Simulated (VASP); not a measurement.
# MgO (d3.b) (Fm-3m) in VASP: a series of runs, part 3 of 3

VASP 6.6.1. The steps go on from the part before.

## (7) Single point, PBE+D3(BJ) (volume scaled by 1.09)

File INCAR:

```
SYSTEM = MgO
ALGO = Normal
EDIFF = 1E-6
ENCUT = 600
GGA = PE
GGA_COMPAT = .False.
ISIF = 2
ISMEAR = 0
IVDW = 12
LASPH = .True.
LCHARG = .True.
LELF = .True.
LREAL = .False.
LVHAR = .True.
LWAVE = .False.
NBANDS = 11
NELM = 120
PREC = Accurate
SIGMA = 0.02
```

File KPOINTS:

```
k-points
0
Gamma
  10 10 10
  0 0 0
```

File POSCAR:

```
MgO
1.0
    0.0000000000      2.1651408508      2.1651408508
    2.1651408508      0.0000000000      2.1651408508
    2.1651408508      2.1651408508      0.0000000000
Mg O
1 1
Direct
    0.0000000000      0.0000000000      0.0000000000
    0.5000000000      0.5000000000      0.5000000000
```

Potentials or basis: VASP PAW PBE potentials, release 64 (Mg, O).

Started as:

```sh
> cat potpaw_PBE.64/Mg/POTCAR potpaw_PBE.64/O/POTCAR > POTCAR
> mpirun -np 1 vasp_std > vasp.out
```

OUTCAR:

```text
SYSTEM = MgO
   EDIFF = 1E-6
   ENCUT = 600
   GGA = PE
   ISIF = 2
   ISMEAR = 0
   IVDW = 12
   LASPH = .True.
   LREAL = .False.
   NELM = 120
   PREC = Accurate
 IVDW          = 12

 ion  position               nearest neighbor table
   1  0.000  0.000  0.000-   2 2.17   2 2.17   2 2.17   2 2.17   2 2.17   2 2.17
   2  0.500  0.500  0.500-   1 2.17   1 2.17   1 2.17   1 2.17   1 2.17   1 2.17

  LATTYP: Found a face centered cubic cell.
 ALAT       =     4.3302817016

  Lattice vectors:

 A1 = (   0.0000000000,   2.1651408508,   2.1651408508)
 A2 = (   2.1651408508,   0.0000000000,   2.1651408508)
 A3 = (   2.1651408508,   2.1651408508,   0.0000000000)

Analysis of symmetry for initial positions (statically):
=====================================================================
 Subroutine PRICEL returns:
 Original cell was already a primitive cell.

 Routine SETGRP: Setting up the symmetry group for a
 face centered cubic supercell.

 Subroutine GETGRP returns: Found 48 space group operations
 (whereof 48 operations were pure point group operations)
 out of a pool of 48 trial point group operations.

The static configuration has the point symmetry O_h .

Analysis of symmetry for dynamics (positions and initial velocities):
=====================================================================
 Subroutine PRICEL returns:
 Original cell was already a primitive cell.

 Routine SETGRP: Setting up the symmetry group for a
 face centered cubic supercell.

 Subroutine GETGRP returns: Found 48 space group operations
 (whereof 48 operations were pure point group operations)
 out of a pool of 48 trial point group operations.

The dynamic configuration has the point symmetry O_h .

 Subroutine INISYM returns: Found 48 space group operations
 (whereof 48 operations are pure point group operations),
 and found     1 'primitive' translations

----------------------------------------------------------------------------------------

                                     Primitive cell

  volume of cell :      20.2996

[... 118 lines left out ...]
   LRPA    =     F    only Hartree local field effects (RPA)
 non-spin polarized calculation
 Gauss-broadening in eV      SIGMA  =   0.02
  energy-cutoff  :      600.00
  volume of cell :       20.30
 maximum number of plane-waves:       700
   NGX = 13   NGY = 13   NGZ = 13

 number of electron       7.9999996 magnetization

 Free energy of the ion-electron system (eV)
  ---------------------------------------------------
  ext. energy  EPLUGINS =         0.00000000
  ---------------------------------------------------
  free energy    TOTEN  =       -11.88627858 eV

  energy without entropy =      -11.88627858  energy(sigma->0) =      -11.88627858

 E-fermi :   2.7519     XC(G=0): -10.6921

 val. band max:        2.5897413866   @ k =   0.0000   0.0000   0.0000
 cond. band min:       6.5497030047   @ k =   0.0000   0.0000   0.0000
 fundamental gap:      3.9599616182
 Fermi energy:         2.7519295524

 k-point     1 :       0.0000    0.0000    0.0000
  band No.  band energies     occupation
      1     -14.2694      2.00000
      2       2.5897      2.00000
      3       2.5897      2.00000
      4       2.5897      2.00000
      5       6.5497      0.00000
      6      17.9179      0.00000
      7      17.9179      0.00000
      8      17.9179      0.00000
      9      21.6201      0.00000
     10      23.3027      0.00000
     11      23.3027      0.00000
[... 309 lines left out ...]
 k-point    24 :       0.4000    0.3000    0.0000
  band No.  band energies     occupation
      1     -13.2126      2.00000
      2      -0.7230      2.00000
      3       1.4024      2.00000
      4       1.6010      2.00000
      5      11.3441      0.00000
      6      12.5199      0.00000
      7      15.3286      0.00000
      8      19.6966      0.00000
      9      19.8905      0.00000
     10      26.4671      0.00000
     11      27.9426      0.00000

 [... further k-points ...]

------------------------ aborting loop because EDIFF is reached ----------------------------------------

 Edisp (eV)   -0.53830

 E8    (eV) :    -0.2107

  FORCE on cell =-STRESS in cart. coord.  units (eV):
  Direction    XX          YY          ZZ          XY          YZ          ZX
  --------------------------------------------------------------------------------------
  -------------------------------------------------------------------------------------
  Total      -1.58176    -1.58176    -1.58176     0.00000     0.00000     0.00000
  in kB    -124.84252  -124.84252  -124.84252     0.00000     0.00000     0.00000
  external pressure =     -124.84 kB  Pullay stress =        0.00 kB

 VOLUME and BASIS-vectors are now :
 -----------------------------------------------------------------------------
  energy-cutoff  :      600.00
  volume of cell :       20.30
      direct lattice vectors                 reciprocal lattice vectors
     0.000000000  2.165140851  2.165140851    -0.230931858  0.230931858  0.230931858
     2.165140851  0.000000000  2.165140851     0.230931858 -0.230931858  0.230931858
     2.165140851  2.165140851  0.000000000     0.230931858  0.230931858 -0.230931858

 POSITION                                       TOTAL-FORCE (eV/Angst)
 -----------------------------------------------------------------------------------
      0.00000      0.00000      0.00000         0.000000      0.000000      0.000000
      2.16514      2.16514      2.16514        -0.000000     -0.000000     -0.000000
 -----------------------------------------------------------------------------------
    total drift:                               -0.000000     -0.000000      0.000000

  FREE ENERGIE OF THE ION-ELECTRON SYSTEM (eV)
  ---------------------------------------------------
  free  energy   TOTEN  =       -12.4245807993 eV

  energy  without entropy=      -12.4245807993  energy(sigma->0) =      -12.42458080
```

OSZICAR:

```text
N       E                     dE             d eps       ncg     rms          rms(c)
DAV:   1     0.175269581450E+02    0.17527E+02   -0.49817E+03  1130   0.725E+02
DAV:   2    -0.126894719813E+02   -0.30216E+02   -0.29548E+02  1244   0.142E+02
DAV:   3    -0.134406613146E+02   -0.75119E+00   -0.75063E+00  1229   0.200E+01
DAV:   4    -0.134427614798E+02   -0.21002E-02   -0.21001E-02  1115   0.118E+00
DAV:   5    -0.134427689164E+02   -0.74367E-05   -0.74367E-05  1232   0.684E-02    0.716E+00
DAV:   6    -0.119128588176E+02    0.15299E+01   -0.94744E+00  1079   0.164E+01    0.239E+00
DAV:   7    -0.118934017407E+02    0.19457E-01   -0.79920E-02  1115   0.237E+00    0.136E+00
DAV:   8    -0.118868391857E+02    0.65626E-02   -0.35356E-02  1082   0.208E+00    0.275E-01
DAV:   9    -0.118863476443E+02    0.49154E-03   -0.66554E-04  1172   0.183E-01    0.157E-01
DAV:  10    -0.118862779063E+02    0.69738E-04   -0.61514E-04  1139   0.189E-01    0.791E-03
DAV:  11    -0.118862785778E+02   -0.67145E-06   -0.45336E-06  1199   0.160E-02
   1 F= -.12424581E+02 E0= -.12424581E+02  d E =-.931495E-33
```

stdout:

```text
POSCAR found type information on POSCAR MgO
 POSCAR found :  2 types and       2 ions
 scaLAPACK will be used
 LDA part: xc-table for (Slater+PW92), standard interpolation
 POSCAR, INCAR and KPOINTS ok, starting setup
 FFT: planning ... GRIDC
 FFT: planning ... GRID_SOFT
 FFT: planning ... GRID
 WAVECAR not read
 entering main loop
```

Run time: 13 s. Hardware: 1 thread of Intel Xeon 8259CL, shared host; peak memory 0.16 GiB.

What came out:

```
Free energy                : -12.4246 eV
Pressure                   : -12.5 GPa
Band gap on the k mesh     : 3.96 eV, direct
Dispersion energy per atom : -0.269 eV
```

Levels at points of the mesh, in eV from the valence-band top:
| k point | band 1 | band 2 | band 3 | band 4 | band 5 | band 6 | band 7 | band 8 |
| --- | --- | --- | --- | --- | --- | --- | --- | --- |
| (0.00, 0.00, 0.00) | -16.86 | 0.00 | 0.00 | 0.00 | 3.96 | 15.33 | 15.33 | 15.33 |
| (0.50, 0.00, 0.00) | -15.77 | -4.27 | -0.57 | -0.57 | 7.38 | 11.68 | 15.47 | 15.47 |
| (0.50, 0.50, 0.00) | -15.54 | -3.75 | -1.24 | -1.24 | 9.01 | 9.09 | 12.24 | 17.74 |

## (8) Overview

```tsv
cell	gap on the mesh (eV)	pressure (GPa)
a = 2.945 Å, angles 60.0°, 2 atoms	5.06	4.2
a = 2.915 Å, angles 60.0°, 2 atoms	5.39	10.2
a = 2.883 Å, angles 60.0°, 2 atoms	5.74	17.3
a = 3.005 Å, angles 60.0°, 2 atoms	4.47	-5.5
a = 3.034 Å, angles 60.0°, 2 atoms	4.21	-9.2
a = 3.062 Å, angles 60.0°, 2 atoms	3.96	-12.5
```

Alike in all rows: task single point; level PBE+D3(BJ); potentials or basis VASP PAW PBE potentials, release 64 (Mg, O); no spin polarisation; k mesh 10 × 10 × 10; cutoff (eV) 600; smearing gaussian 0.02 eV.

Absolute energies hang on the potentials; compare differences alone.
